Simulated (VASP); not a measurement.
# Ga3Sb2As (I-4m2) in VASP: further runs

Ga3Sb2As is run at these levels: PBE; tasks: single point, relaxation of cell and atoms.

All numbers are computed with VASP 6.6.1; they aren't measurements. Logs are shortened: lines on timing, memory, paths and dates and some standing lists are left out, and cuts for length are marked.

## Step 1: The cell of the first run

The structure is tetragonal, space group I-4m2 (No. 119). The conventional cell has a = 4.290 Å, b = 4.290 Å, c = 18.121 Å, α = 90.00°, β = 90.00°, γ = 90.00°. Within 3.5 Å of Ga (site symmetry -4m2) lie 4 Sb at 2.66 Å. Ga (site symmetry 2mm) has 2 As at 2.55 Å and 2 Sb at 2.66 Å within 3.4 Å. Sb (site symmetry 2mm) has 4 Ga at 2.66 Å within 3.5 Å. As (site symmetry -4m2) has 4 Ga at 2.55 Å within 3.4 Å.

## Step 2: Single point, PBE

INCAR reads:

```
PREC = Accurate ; ENCUT = 520
EDIFF = 1E-7 ; ISMEAR = 0
SIGMA = 0.1 ; LREAL = False
LASPH = True ; NELM = 60
ALGO = Normal ; ISIF = 2
LWAVE = False ; LCHARG = True
GGA = PE ; LELF = True
LVHAR = True ; NBANDS = 36
```

KPOINTS reads:

```
Automatic mesh
0
Gamma
  6 6 6
```

POSCAR reads:

```
Ga3Sb2As
1.0
   -2.1451692425      2.1451692425      9.0605616432
    2.1451692425     -2.1451692425      9.0605616432
    2.1451692425      2.1451692425     -9.0605616432
Ga Sb As
3 2 1
Direct
    0.0000000000      0.0000000000      0.0000000000
    0.6738645912      0.6738645912      0.0000000000
    0.3261354088      0.3261354088      0.0000000000
    0.5868360889      0.0868360889      0.5000000000
    0.9131639111      0.4131639111      0.5000000000
    0.2500000000      0.7500000000      0.5000000000
```

Potentials or basis: VASP PAW PBE potentials, release 64 (Ga_d, Sb, As).

The run is started by

```bash
$ cat potpaw_PBE.64/Ga_d/POTCAR potpaw_PBE.64/Sb/POTCAR potpaw_PBE.64/As/POTCAR > POTCAR
$ mpirun -np 1 vasp_std > vasp.out
```

OUTCAR:

```text
PREC = Accurate
   ENCUT = 520
   EDIFF = 1E-7
   ISMEAR = 0
   LREAL = False
   LASPH = True
   NELM = 60
   ISIF = 2
   GGA = PE

 ion  position               nearest neighbor table
   1  0.000  0.000  0.000-   4 2.66   5 2.66   4 2.66   5 2.66
   2  0.674  0.674  0.000-   6 2.55   6 2.55   4 2.66   4 2.66
   3  0.326  0.326  0.000-   6 2.55   6 2.55   5 2.66   5 2.66
   4  0.587  0.087  0.500-   1 2.66   1 2.66   2 2.66   2 2.66
   5  0.913  0.413  0.500-   1 2.66   1 2.66   3 2.66   3 2.66
   6  0.250  0.750  0.500-   3 2.55   2 2.55   3 2.55   2 2.55

  LATTYP: Found a body centered tetragonal cell.
 ALAT       =     4.2903384850
 C/A-ratio  =     4.2237048079

  Lattice vectors:

 A1 = (  -2.1451692425,   2.1451692425,   9.0605616432)
 A2 = (   2.1451692425,  -2.1451692425,   9.0605616432)
 A3 = (   2.1451692425,   2.1451692425,  -9.0605616432)

Analysis of symmetry for initial positions (statically):
=====================================================================
 Subroutine PRICEL returns:
 Original cell was already a primitive cell.

 Routine SETGRP: Setting up the symmetry group for a
 body centered tetragonal supercell.

 Subroutine GETGRP returns: Found  8 space group operations
 (whereof  8 operations were pure point group operations)
 out of a pool of 16 trial point group operations.

The static configuration has the point symmetry D_2d.

Analysis of symmetry for dynamics (positions and initial velocities):
=====================================================================
 Subroutine PRICEL returns:
 Original cell was already a primitive cell.

 Routine SETGRP: Setting up the symmetry group for a
 body centered tetragonal supercell.

 Subroutine GETGRP returns: Found  8 space group operations
 (whereof  8 operations were pure point group operations)
 out of a pool of 16 trial point group operations.

The dynamic configuration has the point symmetry D_2d.

 Subroutine INISYM returns: Found  8 space group operations
 (whereof  8 operations are pure point group operations),
 and found     1 'primitive' translations

----------------------------------------------------------------------------------------

                                     Primitive cell

  volume of cell :     166.7778

  direct lattice vectors                    reciprocal lattice vectors
    -2.145169243  2.145169243  9.060561643     0.000000000  0.233081843  0.055184217
     2.145169243 -2.145169243  9.060561643     0.233081843  0.000000000  0.055184217
     2.145169243  2.145169243 -9.060561643     0.233081843  0.233081843  0.000000000

  length of vectors
     9.554960986  9.554960986  9.554960986     0.239525454  0.239525454  0.329627503

  position of ions in fractional coordinates (direct lattice)
     0.000000000  0.000000000  0.000000000
     0.673864591  0.673864591  0.000000000
     0.326135409  0.326135409  0.000000000
     0.586836089  0.086836089  0.500000000
     0.913163911  0.413163911  0.500000000
     0.250000000  0.750000000  0.500000000

  ion indices of the primitive-cell ions
   primitive index   ion index
                 1           1
                 2           2
                 3           3
                 4           4
                 5           5
                 6           6

----------------------------------------------------------------------------------------

 KPOINTS: Automatic mesh

Automatic generation of k-mesh.
 Grid dimensions read from file:
 generate k-points for:    6    6    6

 Generating k-lattice:

  Cartesian coordinates                     Fractional coordinates (reciprocal lattice)
     0.000000000  0.038846974  0.009197370     0.166666667  0.000000000 -0.000000000
     0.038846974  0.000000000  0.009197370     0.000000000  0.166666667 -0.000000000
     0.038846974  0.038846974  0.000000000     0.000000000  0.000000000  0.166666667

  Length of vectors
     0.039920909  0.039920909  0.054937917

  Shift w.r.t. Gamma in fractional coordinates (k-lattice)
     0.000000000  0.000000000  0.000000000

 Subroutine IBZKPT returns following result:
 ===========================================

 Found     30 irreducible k-points:

 Following reciprocal coordinates:
            Coordinates               Weight
  0.000000  0.000000  0.000000      1.000000
  0.166667  0.000000 -0.000000      8.000000
  0.333333  0.000000 -0.000000      8.000000
  0.500000  0.000000 -0.000000      4.000000
  0.166667  0.166667 -0.000000      8.000000
  0.333333  0.166667 -0.000000     16.000000
[... 16 lines left out ...]
 -0.333333 -0.333333  0.166667      8.000000
 -0.166667 -0.333333  0.166667      8.000000
 [... further k-points ...]
   k-points           NKPTS =     30   k-points in BZ     NKDIM =     30   number of bands    NBANDS=     36
   number of dos      NEDOS =    301   number of ions     NIONS =      6
   total plane-waves  NPLWV = 373248
   dimension x,y,z NGX =    72 NGY =   72 NGZ =   72
   dimension x,y,z NGXF=   144 NGYF=  144 NGZF=  144
   ions per type =               3   2   1
   NGX,Y,Z   is equivalent  to a cutoff of  12.53, 12.53, 12.53 a.u.
   NGXF,Y,Z  is equivalent  to a cutoff of  25.05, 25.05, 25.05 a.u.
 SYSTEM =  unknown system
   PREC   = accura    normal or accurate (medium, high low for compatibility)
   ISTART =      0    job   : 0-new  1-cont  2-samecut
   ICHARG =      2    charge: 1-file 2-atom 10-const
   ISPIN  =      1    spin polarized calculation?
   LNONCOLLINEAR =      F non collinear calculations
   LSORBIT =      F    spin-orbit coupling
   LASPH  =      T    aspherical Exc in radial PAW
   ENCUT  =  520.0 eV  38.22 Ry    6.18 a.u.  17.77 17.77 17.77*2*pi/ulx,y,z
   NELM   =     60;   NELMIN=  2; NELMDL= -5     # of ELM steps
   EDIFF  = 0.1E-06   stopping-criterion for ELM
   LREAL  =      F    real-space projection
   EDIFFG = 0.1E-05   stopping-criterion for IOM
   NSW    =      0    number of steps for IOM
   IBRION =     -1    ionic relax: 0-MD 1-quasi-New 2-CG
   NFREE  =      0    steps in history (QN), initial steepest desc. (CG)
   ISIF   =      2    stress and relaxation
   ISYM   =      2    0-nonsym 1-usesym 2-fastsym
   POTIM  = 0.5000    time-step for ionic-motion
   TEBEG  =    0.0;   TEEND  =   0.0 temperature during run
   PSTRESS=    0.0 pullay stress
   NELECT =      54.0000    total number of electrons
   NUPDOWN=      -1.0000    fix difference up-down
   EMIN   =  10.00;   EMAX   =-10.00  energy-range for DOS
   EFERMI =   0.00;   METHOD = LEGACY
   ISMEAR =     0;   SIGMA  =   0.10  broadening in eV -4-tet -1-fermi 0-gaus
   EFERMI_NEDOS =   21; number of points for ismear=-14 and -15
   IALGO  =     38    algorithm
   IMIX   =      4    mixing-type and parameters
     AMIX     =   0.40;   BMIX     =  1.00
     AMIX_MAG =   1.60;   BMIX_MAG =  1.00
  volume/ion in A,a.u.               =      27.80       187.58
  Fermi-wavevector in a.u.,A,eV,Ry     =   1.124156  2.124347 17.194053  1.263727
  Thomas-Fermi vector in A             =   2.260826
   LORBIT       =      0    0 simple, 1 ext, 2 COOP (PROOUT), +10 PAW based schemes
   GGA     = PE    functional components
   LHFCALC =     F    Hartree Fock is set to
   AEXX    =    0.0000 exact exchange contribution
   IVDW    =     0    specifies the selected vdW correction
   LEPSILON=     F    determine dielectric tensor
   LRPA    =     F    only Hartree local field effects (RPA)
 non-spin polarized calculation
 Gauss-broadening in eV      SIGMA  =   0.10
  energy-cutoff  :      520.00
  volume of cell :      166.78
 maximum number of plane-waves:      4536
   NGX = 35   NGY = 35   NGZ = 35

 number of electron      54.0000011 magnetization

 Free energy of the ion-electron system (eV)
  ---------------------------------------------------
  ext. energy  EPLUGINS =         0.00000000
  ---------------------------------------------------
  free energy    TOTEN  =       -22.84701105 eV

  energy without entropy =      -22.84616557  energy(sigma->0) =      -22.84658831

 E-fermi :   4.2466     XC(G=0):  -9.0469

 val. band max:        4.2246219941   @ k =   0.0000   0.0000   0.0000
 cond. band min:       4.5047467688   @ k =  -0.3333   0.3333   0.3333
 fundamental gap:      0.2801247747
 Fermi energy:         4.2466015651

 k-point     1 :       0.0000    0.0000    0.0000
  band No.  band energies     occupation
      1     -10.7893      2.00000
      2     -10.7493      2.00000
      3     -10.7406      2.00000
      4     -10.7406      2.00000
      5     -10.7203      2.00000
      6     -10.7203      2.00000
[... 28 lines left out ...]
     35       7.2900      0.00000
     36      10.3204      0.00000

 k-point     2 :       0.1667    0.0000   -0.0000
  band No.  band energies     occupation
      1     -10.7879      2.00000
      2     -10.7517      2.00000
      3     -10.7419      2.00000
      4     -10.7394      2.00000
      5     -10.7219      2.00000
      6     -10.7217      2.00000
[... 28 lines left out ...]
     35       8.2046      0.00000
     36       9.3877      0.00000

 k-point     3 :       0.3333    0.0000   -0.0000
  band No.  band energies     occupation
      1     -10.7868      2.00000
      2     -10.7598      2.00000
      3     -10.7429      2.00000
      4     -10.7365      2.00000
      5     -10.7249      2.00000
      6     -10.7219      2.00000
[... 28 lines left out ...]
     35       8.7551      0.00000
     36       9.2915      0.00000

 k-point     4 :       0.5000    0.0000   -0.0000
  band No.  band energies     occupation
      1     -10.7873      2.00000
      2     -10.7643      2.00000
      3     -10.7435      2.00000
      4     -10.7347      2.00000
      5     -10.7270      2.00000
      6     -10.7210      2.00000
[... 28 lines left out ...]
     35       8.7469      0.00000
     36       8.7636      0.00000

 k-point     5 :       0.1667    0.1667   -0.0000
  band No.  band energies     occupation
      1     -10.7878      2.00000
      2     -10.7516      2.00000
      3     -10.7504      2.00000
      4     -10.7330      2.00000
      5     -10.7249      2.00000
      6     -10.7196      2.00000
[... 655 lines left out ...]
 k-point    22 :      -0.1667    0.5000    0.1667
  band No.  band energies     occupation
      1     -10.7869      2.00000
      2     -10.7598      2.00000
      3     -10.7427      2.00000
      4     -10.7366      2.00000
      5     -10.7250      2.00000
      6     -10.7220      2.00000
[... 28 lines left out ...]
     35       9.0502      0.00000
     36       9.8393      0.00000

 k-point    23 :      -0.3333   -0.3333    0.1667
  band No.  band energies     occupation
      1     -10.7881      2.00000
      2     -10.7509      2.00000
      3     -10.7501      2.00000
      4     -10.7328      2.00000
      5     -10.7250      2.00000
      6     -10.7200      2.00000
[... 28 lines left out ...]
     35       8.8050      0.00000
     36       9.0343      0.00000

 k-point    24 :      -0.1667   -0.3333    0.1667
  band No.  band energies     occupation
      1     -10.7884      2.00000
      2     -10.7508      2.00000
      3     -10.7415      2.00000
      4     -10.7392      2.00000
      5     -10.7222      2.00000
      6     -10.7221      2.00000
[... 28 lines left out ...]
     35       8.2690      0.00000
     36       9.2109      0.00000

 [... further k-points ...]
[... 5 lines left out ...]
  --------------------------------------------------------------------------------------
  -------------------------------------------------------------------------------------
  Total        0.2285938      0.2285938      0.1993643      0.0000000      0.0000000     -0.0000000
  in kB        2.1960227      2.1960227      1.9152249      0.0000000      0.0000000     -0.0000000
  external PRESSURE =       2.1024235 kB  Pullay stress =       0.0000000 kB

 VOLUME and BASIS-vectors are now :
 -----------------------------------------------------------------------------
  energy-cutoff  :      520.00
  volume of cell :      166.78
      direct lattice vectors                 reciprocal lattice vectors
    -2.145169243  2.145169243  9.060561643     0.000000000  0.233081843  0.055184217
     2.145169243 -2.145169243  9.060561643     0.233081843  0.000000000  0.055184217
     2.145169243  2.145169243 -9.060561643     0.233081843  0.233081843  0.000000000

 POSITION                                       TOTAL-FORCE (eV/Angst)
 -----------------------------------------------------------------------------------
      0.00000      0.00000      0.00000        -0.000000      0.000000      0.000000
      0.00000      0.00000     12.21118         0.000000     -0.000000      0.025924
      0.00000      0.00000      5.90994         0.000000     -0.000000     -0.025924
      0.00000      2.14517      1.57357        -0.000000      0.000000      0.006175
      0.00000      2.14517      7.48699        -0.000000      0.000000     -0.006175
      2.14517     -0.00000      4.53028        -0.000000      0.000000      0.000000
 -----------------------------------------------------------------------------------
    total drift:                                0.000002     -0.000002      0.000000

  FREE ENERGIE OF THE ION-ELECTRON SYSTEM (eV)
  ---------------------------------------------------
  free  energy   TOTEN  =       -22.8470110543 eV

  energy  without entropy=      -22.8461655743  energy(sigma->0) =      -22.84658831
```

It took 6 min on 1 thread of Intel Xeon 6975P-C (Granite Rapids), shared host; peak memory 0.8 GiB.

What came out:

| Item | Value |
| --- | --- |
| Free energy | -22.8470 eV |
| Pressure | 0.2 GPa |
| Largest force | 0.026 eV/Å |
| Band gap on the k mesh | zero (filled and empty bands touch) |

Forces on the atoms (eV/Å):
```
Ga   0.000  0.000  0.000
Ga   0.000  0.000  0.026
Ga   0.000  0.000 -0.026
Sb   0.000  0.000  0.006
Sb   0.000  0.000 -0.006
As   0.000  0.000  0.000
```

Levels at points of the mesh, in eV from the Fermi level:
```csv
k point,band 25,band 26,band 27,band 28,band 29,band 30
"(0.00, 0.00, 0.00)",-0.34,-0.08,-0.02,-0.02,0.98,1.23
"(0.50, 0.00, 0.00)",-1.14,-0.95,-0.90,0.30,1.61,2.03
"(0.50, 0.50, 0.00)",-2.93,-2.51,-2.48,1.10,1.33,2.57
"(0.50, 0.50, 0.50)",-1.19,-0.78,-0.78,0.95,1.25,1.63
```

Caveat: semilocal functionals underestimate gaps, and a narrow one can read as zero; spin-orbit coupling is left out, which moves the levels of the heavy elements.

[end of part 1 of 2]

The gap in the log of VASP goes by the Fermi energy; the results here count the filled bands.